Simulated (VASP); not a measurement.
# Al (P6/mmm) in VASP: notebook

Runs on Al. Level: PBE. Tasks: single point, relaxation of cell and atoms.

All numbers are computed with VASP 6.6.1; they aren't measurements. Logs are shortened: lines on timing, memory, paths and dates and some standing lists are left out, and cuts for length are marked.

**1. The cell of the first run**

The structure is hexagonal, space group P6/mmm (No. 191). The conventional cell has a = 4.532 Å, b = 4.532 Å, c = 2.799 Å, α = 90.00°, β = 90.00°, γ = 120.00°. Within 3.7 Å of Al (site symmetry 6/mmm) lie 14 Al at 2.80 to 2.97 Å. Al (site symmetry -6m2) has 11 Al at 2.62 to 2.97 Å within 3.5 Å.

**2. Single point, PBE**

INCAR

```
PREC = Accurate
ENCUT = 520
EDIFF = 1E-6
ISMEAR = -1
SIGMA = 0.05
LREAL = F
LASPH = T
NELM = 80
ALGO = Normal
ISIF = 2
LWAVE = F
LCHARG = F
GGA = PE
NBANDS = 12
```

KPOINTS

```
Automatic mesh
0
Gamma
  8 8 11
```

POSCAR

```
Al
1.0
    4.5319192578      0.0000000000      0.0000000000
   -2.2659596289      3.9247572052      0.0000000000
    0.0000000000      0.0000000000      2.7990514900
Al
3
Direct
    0.0000000000      0.0000000000      0.0000000000
    0.3333333333      0.6666666667      0.5000000000
    0.6666666667      0.3333333333      0.5000000000
```

Potentials or basis: VASP PAW PBE potentials, release 64 (Al).

The run is started by

```
$ cat potpaw_PBE.64/Al/POTCAR > POTCAR
$ mpirun -np 1 vasp_std > vasp.out
```

OUTCAR:

```text
PREC = Accurate
   ENCUT = 520
   EDIFF = 1E-6
   ISMEAR = -1
   LREAL = F
   LASPH = T
   NELM = 80
   ISIF = 2
   GGA = PE

 ion  position               nearest neighbor table
   1  0.000  0.000  0.000-   2 2.97   3 2.97   2 2.97   3 2.97   3 2.97   3 2.97   2 2.97   2 2.97
                             3 2.97   3 2.97   2 2.97   2 2.97
   2  0.333  0.667  0.500-   3 2.62   3 2.62   3 2.62   1 2.97   1 2.97   1 2.97   1 2.97   1 2.97
                             1 2.97
   3  0.667  0.333  0.500-   2 2.62   2 2.62   2 2.62   1 2.97   1 2.97   1 2.97   1 2.97   1 2.97
                             1 2.97

  LATTYP: Found a hexagonal cell.
 ALAT       =     4.5319192578
 C/A-ratio  =     0.6176304852

  Lattice vectors:

 A1 = (   4.5319192578,   0.0000000000,   0.0000000000)
 A2 = (  -2.2659596289,   3.9247572052,   0.0000000000)
 A3 = (   0.0000000000,   0.0000000000,   2.7990514900)

Analysis of symmetry for initial positions (statically):
=====================================================================
 Subroutine PRICEL returns:
 Original cell was already a primitive cell.

 Routine SETGRP: Setting up the symmetry group for a
 hexagonal supercell.

 Subroutine GETGRP returns: Found 24 space group operations
 (whereof 24 operations were pure point group operations)
 out of a pool of 24 trial point group operations.

The static configuration has the point symmetry D_6h.

Analysis of symmetry for dynamics (positions and initial velocities):
=====================================================================
 Subroutine PRICEL returns:
 Original cell was already a primitive cell.

 Routine SETGRP: Setting up the symmetry group for a
 hexagonal supercell.

 Subroutine GETGRP returns: Found 24 space group operations
 (whereof 24 operations were pure point group operations)
 out of a pool of 24 trial point group operations.

The dynamic configuration has the point symmetry D_6h.

 Subroutine INISYM returns: Found 24 space group operations
 (whereof 24 operations are pure point group operations),
 and found     1 'primitive' translations

----------------------------------------------------------------------------------------

                                     Primitive cell

  volume of cell :      49.7858

  direct lattice vectors                    reciprocal lattice vectors
     4.531919258  0.000000000  0.000000000     0.220657065  0.127396416  0.000000000
    -2.265959629  3.924757205  0.000000000     0.000000000  0.254792831  0.000000000
     0.000000000  0.000000000  2.799051490     0.000000000  0.000000000  0.357263882

  length of vectors
     4.531919258  4.531919258  2.799051490     0.254792831  0.254792831  0.357263882

  position of ions in fractional coordinates (direct lattice)
     0.000000000  0.000000000  0.000000000
     0.333333333  0.666666667  0.500000000
     0.666666667  0.333333333  0.500000000

  ion indices of the primitive-cell ions
   primitive index   ion index
                 1           1
                 2           2
                 3           3

----------------------------------------------------------------------------------------

 KPOINTS: Automatic mesh

Automatic generation of k-mesh.
 Grid dimensions read from file:
 generate k-points for:    8    8   11

 Generating k-lattice:

  Cartesian coordinates                     Fractional coordinates (reciprocal lattice)
     0.027582133  0.015924552  0.000000000     0.125000000  0.000000000  0.000000000
     0.000000000  0.031849104  0.000000000     0.000000000  0.125000000  0.000000000
     0.000000000  0.000000000  0.032478535     0.000000000  0.000000000  0.090909091

  Length of vectors
     0.031849104  0.031849104  0.032478535

  Shift w.r.t. Gamma in fractional coordinates (k-lattice)
     0.000000000  0.000000000  0.000000000

 Subroutine IBZKPT returns following result:
 ===========================================

 Found     60 irreducible k-points:

 Following reciprocal coordinates:
            Coordinates               Weight
  0.000000  0.000000  0.000000      1.000000
  0.125000  0.000000  0.000000      6.000000
  0.250000  0.000000  0.000000      6.000000
  0.375000  0.000000  0.000000      6.000000
  0.500000  0.000000  0.000000      3.000000
  0.125000  0.125000  0.000000      6.000000
[... 16 lines left out ...]
  0.250000  0.000000  0.181818     12.000000
  0.375000  0.000000  0.181818     12.000000
 [... further k-points ...]
   k-points           NKPTS =     60   k-points in BZ     NKDIM =     60   number of bands    NBANDS=     12
   number of dos      NEDOS =    301   number of ions     NIONS =      3
   total plane-waves  NPLWV =  31104
   dimension x,y,z NGX =    36 NGY =   36 NGZ =   24
   dimension x,y,z NGXF=    72 NGYF=   72 NGZF=   48
   ions per type =               3
   NGX,Y,Z   is equivalent  to a cutoff of  13.21, 13.21, 14.25 a.u.
   NGXF,Y,Z  is equivalent  to a cutoff of  26.41, 26.41, 28.51 a.u.
 SYSTEM =  unknown system
   PREC   = accura    normal or accurate (medium, high low for compatibility)
   ISTART =      0    job   : 0-new  1-cont  2-samecut
   ICHARG =      2    charge: 1-file 2-atom 10-const
   ISPIN  =      1    spin polarized calculation?
   LNONCOLLINEAR =      F non collinear calculations
   LSORBIT =      F    spin-orbit coupling
   LASPH  =      T    aspherical Exc in radial PAW
   ENCUT  =  520.0 eV  38.22 Ry    6.18 a.u.   8.43  8.43  5.20*2*pi/ulx,y,z
   NELM   =     80;   NELMIN=  2; NELMDL= -5     # of ELM steps
   EDIFF  = 0.1E-05   stopping-criterion for ELM
   LREAL  =      F    real-space projection
   EDIFFG = 0.1E-04   stopping-criterion for IOM
   NSW    =      0    number of steps for IOM
   IBRION =     -1    ionic relax: 0-MD 1-quasi-New 2-CG
   NFREE  =      0    steps in history (QN), initial steepest desc. (CG)
   ISIF   =      2    stress and relaxation
   ISYM   =      2    0-nonsym 1-usesym 2-fastsym
   POTIM  = 0.5000    time-step for ionic-motion
   TEBEG  =    0.0;   TEEND  =   0.0 temperature during run
   PSTRESS=    0.0 pullay stress
   NELECT =       9.0000    total number of electrons
   NUPDOWN=      -1.0000    fix difference up-down
   EMIN   =  10.00;   EMAX   =-10.00  energy-range for DOS
   EFERMI =   0.00;   METHOD = LEGACY
[... 7 lines left out ...]
  Fermi-wavevector in a.u.,A,eV,Ry     =   0.925665  1.749253 11.658223  0.856855
  Thomas-Fermi vector in A             =   2.051544
   LORBIT       =      0    0 simple, 1 ext, 2 COOP (PROOUT), +10 PAW based schemes
   GGA     = PE    functional components
   LHFCALC =     F    Hartree Fock is set to
   AEXX    =    0.0000 exact exchange contribution
   IVDW    =     0    specifies the selected vdW correction
   LEPSILON=     F    determine dielectric tensor
   LRPA    =     F    only Hartree local field effects (RPA)
 non-spin polarized calculation
  energy-cutoff  :      520.00
  volume of cell :       49.79
 maximum number of plane-waves:      1372
 NGX is ok and might be reduce to    36
   NGX = 17   NGY = 17   NGZ = 11

 number of electron       9.0000000 magnetization

 Free energy of the ion-electron system (eV)
  ---------------------------------------------------
  ext. energy  EPLUGINS =         0.00000000
  ---------------------------------------------------
  free energy    TOTEN  =       -10.86876081 eV

  energy without entropy =      -10.85497381  energy(sigma->0) =      -10.86186731

 E-fermi :   7.9545     XC(G=0): -10.1731

 val. band max:        7.9516418654   @ k =   0.2500   0.1250   0.4545
 cond. band min:       7.9750552946   @ k =   0.1250   0.0000   0.0909
 fundamental gap:      0.0234134292
 Fermi energy:         7.9545325597

 k-point     1 :       0.0000    0.0000    0.0000
  band No.  band energies     occupation
      1      -3.1620      2.00000
      2       5.8224      2.00000
      3       5.8224      2.00000
      4       5.9179      2.00000
      5       5.9179      2.00000
      6       6.7627      2.00000
      7       6.8774      2.00000
      8      14.3695      0.00000
      9      15.3063      0.00000
     10      21.6213      0.00000
     11      21.8879      0.00000
     12      21.8880      0.00000

 k-point     2 :       0.1250    0.0000    0.0000
  band No.  band energies     occupation
      1      -3.0118      2.00000
      2       3.9962      2.00000
      3       4.8942      2.00000
      4       5.4192      2.00000
      5       7.1254      2.00000
      6       7.8381      1.82239
      7       8.6418      0.00000
      8      14.4970      0.00000
      9      15.4136      0.00000
     10      20.0336      0.00000
     11      20.1174      0.00000
     12      20.6596      0.00000

 k-point     3 :       0.2500    0.0000    0.0000
  band No.  band energies     occupation
      1      -2.5623      2.00000
      2       2.1427      2.00000
      3       4.1988      2.00000
      4       4.7173      2.00000
      5       8.6579      0.00000
      6       9.3474      0.00000
      7      11.2175      0.00000
      8      14.8797      0.00000
      9      15.6469      0.00000
     10      17.4359      0.00000
     11      17.9499      0.00000
     12      18.9869      0.00000

 k-point     4 :       0.3750    0.0000    0.0000
  band No.  band energies     occupation
      1      -1.8164      2.00000
      2       0.5445      2.00000
      3       3.7818      2.00000
      4       4.2821      2.00000
      5      10.4664      0.00000
      6      11.1010      0.00000
      7      13.9607      0.00000
      8      14.8925      0.00000
      9      15.0012      0.00000
     10      15.5186      0.00000
     11      16.8108      0.00000
     12      17.5717      0.00000

 k-point     5 :       0.5000    0.0000    0.0000
  band No.  band energies     occupation
      1      -0.7944      2.00000
      2      -0.7626      2.00000
      3       3.6428      2.00000
      4       4.1356      2.00000
      5      12.4171      0.00000
      6      12.6870      0.00000
      7      12.9867      0.00000
      8      13.1036      0.00000
      9      16.3770      0.00000
     10      16.3877      0.00000
     11      16.4123      0.00000
     12      16.4437      0.00000
[... 228 lines left out ...]
      1      -2.5404      2.00000
      2       6.3886      2.00000
      3       6.3886      2.00000
      4       6.4998      2.00000
      5       6.4998      2.00000
      6       7.2655      2.00000
      7       7.4597      1.99990
      8       9.2194      0.00000
      9      17.6930      0.00000
     10      17.6930      0.00000
     11      17.7263      0.00000
     12      17.7263      0.00000

 k-point    22 :       0.1250    0.0000    0.1818
  band No.  band energies     occupation
      1      -2.3909      2.00000
      2       4.5834      2.00000
      3       5.4684      2.00000
      4       6.0052      2.00000
      5       7.6983      1.98818
      6       8.3120      0.00157
      7       9.0176      0.00000
      8       9.5465      0.00000
      9      15.9073      0.00000
     10      16.7204      0.00000
     11      17.1872      0.00000
     12      18.9172      0.00000

 k-point    23 :       0.2500    0.0000    0.1818
  band No.  band energies     occupation
      1      -1.9432      2.00000
      2       2.7408      2.00000
      3       4.7733      2.00000
      4       5.3164      2.00000
      5       9.2261      0.00000
      6       9.4168      0.00000
      7      10.0769      0.00000
      8      11.7148      0.00000
      9      14.3115      0.00000
     10      15.9627      0.00000
     11      16.4487      0.00000
     12      18.2619      0.00000

 k-point    24 :       0.3750    0.0000    0.1818
  band No.  band energies     occupation
      1      -1.2004      2.00000
      2       1.1502      2.00000
      3       4.3562      2.00000
      4       4.8879      2.00000
      5      10.2258      0.00000
      6      11.0210      0.00000
      7      11.4885      0.00000
      8      12.5854      0.00000
      9      14.7338      0.00000
     10      15.0725      0.00000
     11      15.5702      0.00000
     12      16.1937      0.00000

 [... further k-points ...]
[... 5 lines left out ...]
  --------------------------------------------------------------------------------------
  -------------------------------------------------------------------------------------
  Total        0.8088744      0.8088744      0.8078019      0.0000000     -0.0000000      0.0000000
  in kB       26.0307001     26.0307001     25.9961846      0.0000000     -0.0000000      0.0000000
  external PRESSURE =      26.0191950 kB  Pullay stress =       0.0000000 kB

 VOLUME and BASIS-vectors are now :
 -----------------------------------------------------------------------------
  energy-cutoff  :      520.00
  volume of cell :       49.79
      direct lattice vectors                 reciprocal lattice vectors
     4.531919258  0.000000000  0.000000000     0.220657065  0.127396416  0.000000000
    -2.265959629  3.924757205  0.000000000     0.000000000  0.254792831  0.000000000
     0.000000000  0.000000000  2.799051490     0.000000000  0.000000000  0.357263882

 POSITION                                       TOTAL-FORCE (eV/Angst)
 -----------------------------------------------------------------------------------
      0.00000      0.00000      0.00000        -0.000000      0.000000      0.000000
     -0.00000      2.61650      1.39953         0.000000     -0.000000      0.000000
      2.26596      1.30825      1.39953        -0.000000      0.000000     -0.000000
 -----------------------------------------------------------------------------------
    total drift:                               -0.000000     -0.000000     -0.000000

  FREE ENERGIE OF THE ION-ELECTRON SYSTEM (eV)
  ---------------------------------------------------
  free  energy   TOTEN  =       -10.8687608114 eV

  energy  without entropy=      -10.8549738134  energy(sigma->0) =      -10.86186731
```

Wall time 28 s (1 thread of Intel Xeon Platinum 8488C (Sapphire Rapids), shared host); peak memory 0.17 GiB.

What came out:

```
Free energy : -10.8688 eV
Pressure    : 2.6 GPa
```

**3. Single point, PBE**

INCAR

```
SYSTEM = Al
ALGO = Normal ; EDIFF = 1E-6
ENCUT = 520 ; GGA = PE
ISIF = 2 ; ISMEAR = -1
LASPH = .TRUE. ; LCHARG = .TRUE.
LELF = .TRUE. ; LREAL = .FALSE.
LVHAR = .TRUE. ; LWAVE = .FALSE.
NBANDS = 12 ; NELM = 60
PREC = Accurate ; SIGMA = 0.05
```

KPOINTS

```
k-points
0
G
  8 8 11
  0 0 0
```

POSCAR is that of step 2.

Potentials or basis: VASP PAW PBE potentials, release 64 (Al).

The run is started by

```
$ cat potpaw_PBE.64/Al/POTCAR > POTCAR
$ mpirun -np 1 vasp_std > vasp.out
```

Run time: 29 s. Hardware: 1 thread of Intel Xeon Platinum 8488C (Sapphire Rapids), shared host; peak memory 0.17 GiB.

It converged, with:

```
Free energy : -10.8688 eV
Pressure    : 2.6 GPa
```

Levels at points of the mesh, in eV from the Fermi level:
```tsv
k point	band 1	band 2	band 3	band 4	band 5	band 6	band 7	band 8	band 9
(0.00, 0.00, 0.00)	-11.12	-2.13	-2.13	-2.04	-2.04	-1.19	-1.08	6.41	7.35
(0.50, 0.00, 0.00)	-8.75	-8.72	-4.31	-3.82	4.46	4.73	5.03	5.15	8.42
```

**4. Relaxation of cell and atoms, PBE, target pressure 2.6 GPa, at which the enthalpy is minimised**

This run uses another cell than the first one, of 15.99 Å³/atom, 0.963 times its volume.

INCAR

```
SYSTEM = Al
ALGO     = Normal         ! electronic algorithm
EDIFF    = 1E-6           ! SCF threshold, eV
EDIFFG   = -0.005         ! ionic threshold
ENCUT    = 600            ! plane-wave cutoff, eV
GGA      = PE             ! functional
IBRION   = 2              ! ionic algorithm
ISIF     = 3              ! what is computed and relaxed
ISMEAR   = -1             ! smearing method
LASPH    = .TRUE.         ! aspherical terms in the spheres
LCHARG   = .FALSE.        ! write CHGCAR
LREAL    = .FALSE.        ! projectors in reciprocal space
LWAVE    = .FALSE.        ! write WAVECAR
NELM     = 60             ! most SCF steps
NSW      = 60             ! ionic steps
PREC     = Accurate       ! precision mode
PSTRESS  = 26.0         
SIGMA    = 0.05           ! smearing width, eV
```

KPOINTS is that of step 3.

POSCAR

```
Al
1.0
    4.4703798260      0.0000000000      0.0000000000
   -2.2351899130      3.8714624939      0.0000000000
    0.0000000000      0.0000000000      2.7716354922
Al
3
Direct
    0.0000000000      0.0000000000      0.0000000000
    0.3333333333      0.6666666667      0.5000000000
    0.6666666667      0.3333333333      0.5000000000
```

The run is started by

```
$ cat potpaw_PBE.64/Al/POTCAR > POTCAR
$ mpirun -np 1 vasp_std > vasp.out
```

Wall time 28 s (1 thread of AMD EPYC 9R45 (Zen 5), shared host); peak memory 0.15 GiB.

Results (log left out):

```yaml
Free_energy: -10.8688 eV
Relaxed_volume: 16.59 Å³/atom
Relaxed_cell: a = 4.531 Å, b = 4.531 Å, c = 2.800 Å, α = 90.00°, β = 90.00°, γ = 120.00°
Space_group_after_relaxing_to_0.05_Å: P6/mmm (No. 191)
Energy_change_on_relaxing_the_enthalpy_is_what_falls: -15.7 meV/atom
Ionic_steps: 7
Pressure_after_relaxing: 2.6 GPa
```

Step by step:
| step | energy change (eV) | largest force (eV/Å) | pressure (GPa) | volume (Å³) |
| --- | --- | --- | --- | --- |
| 1 | 0.0000 | 0.0000 | 5.80 | 47.97 |
| 2 | -0.0533 | 0.0000 | 1.94 | 50.22 |
| 3 | -0.0473 | 0.0000 | 2.60 | 49.79 |
| 4 | -0.0478 | 0.0000 | 2.55 | 49.83 |
| 5 | -0.0473 | 0.0000 | 2.60 | 49.79 |
| 6 | -0.0469 | 0.0000 | 2.63 | 49.77 |
| 7 | -0.0471 | 0.0000 | 2.62 | 49.78 |

Final structure:
```xyz
3
Lattice="4.5310 0.0000 0.0000 -2.2655 3.9240 0.0000 0.0000 0.0000 2.7997" Properties=species:S:1:pos:R:3 pbc="T T T"
Al    0.0000    0.0000    0.0000
Al    0.0000    2.6160    1.3999
Al    2.2655    1.3080    1.3999
```

Levels at points of the mesh, in eV from the Fermi level:
| k point | band 1 | band 2 | band 3 | band 4 | band 5 | band 6 | band 7 | band 8 |
| --- | --- | --- | --- | --- | --- | --- | --- | --- |
| (0.00, 0.00, 0.00) | -11.12 | -2.13 | -2.13 | -2.04 | -2.04 | -1.19 | -1.07 | 6.40 |
| (0.50, 0.00, 0.00) | -8.75 | -8.72 | -4.31 | -3.82 | 4.47 | 4.74 | 5.04 | 5.15 |

Caveat: the cell is relaxed towards a set pressure, so the enthalpy falls and the energy may rise.

**5. Relaxation of cell and atoms, PBE, target pressure 2.6 GPa, at which the enthalpy is minimised**

INCAR

```
SYSTEM = Al
PREC = Accurate
ENCUT = 600
EDIFF = 1E-7
ISMEAR = -1
SIGMA = 0.05
LREAL = .FALSE.
LASPH = .TRUE.
NELM = 80
ALGO = Normal
ISIF = 3
LWAVE = .FALSE.
LCHARG = .FALSE.
GGA = PE
IBRION = 2
NSW = 32
EDIFFG = -0.005
PSTRESS = 26.0
```

KPOINTS

```
regular mesh
0
G
  8 8 11
  0 0 0
```

POSCAR

```
Al
1.0
    4.5319192578      0.0000000000      0.0000000000
   -2.2659596289      3.9247572052      0.0000000000
    0.0000000000      0.0000000000      2.7990514900
Al
3
Direct
    0.0000000000      0.0000000000      0.0000000000
    0.3333333333      0.6666666667      0.5000000000
    0.6666666667      0.3333333333      0.5000000000
```

The run is started by

```
$ cat potpaw_PBE.64/Al/POTCAR > POTCAR
$ mpirun -np 1 vasp_std > vasp.out
```

It took 12 s on 1 thread of AMD EPYC 9R45 (Zen 5), shared host; peak memory 0.15 GiB.

The run converged. Its results:

* Free energy: -10.8690 eV
* Pressure after relaxing: 2.6 GPa

Final structure:
```
CELL_PARAMETERS angstrom
4.53192 0.00000 0.00000
-2.26596 3.92476 0.00000
0.00000 0.00000 2.79905
ATOMIC_POSITIONS crystal
Al 0.00000 0.00000 0.00000
Al 0.33333 0.66667 0.50000
Al 0.66667 0.33333 0.50000
```

Levels at points of the mesh, in eV from the Fermi level:
| k point | band 1 | band 2 | band 3 | band 4 | band 5 | band 6 | band 7 | band 8 |
| --- | --- | --- | --- | --- | --- | --- | --- | --- |
| (0.00, 0.00, 0.00) | -11.12 | -2.13 | -2.13 | -2.04 | -2.04 | -1.19 | -1.08 | 6.41 |
| (0.50, 0.00, 0.00) | -8.75 | -8.72 | -4.31 | -3.82 | 4.46 | 4.73 | 5.03 | 5.15 |

Caveat: the relaxation stopped at its first step, so nothing moved; the cell is relaxed towards a set pressure, so the enthalpy falls and the energy may rise.

**6. Summary**

| task | cell | cutoff (eV) | gap on the mesh (eV) | pressure (GPa) |
| --- | --- | --- | --- | --- |
| single point | a = 4.532, b = 4.532, c = 2.799 Å, angles 90.0, 90.0, 120.0°, 3 atoms | 520 | none | 2.6 |
| relaxation of cell and atoms | relaxed to 2.6 GPa from a = 4.470, b = 4.470, c = 2.772 Å, angles 90.0, 90.0, 120.0°, 3 atoms | 600 | none | 2.6 |
| relaxation of cell and atoms | relaxed to 2.6 GPa from a = 4.532, b = 4.532, c = 2.799 Å, angles 90.0, 90.0, 120.0°, 3 atoms | 600 | none | 2.6 |

Alike in all rows: level PBE; potentials or basis VASP PAW PBE potentials, release 64 (Al); no spin polarisation; k mesh 8 × 8 × 11; smearing fermi-dirac 0.05 eV.

Caveats: the cell is relaxed towards a set pressure, so the enthalpy falls and the energy may rise (some runs); the relaxation stopped at its first step, so nothing moved (some runs).

Absolute energies hang on the potentials; compare differences alone.
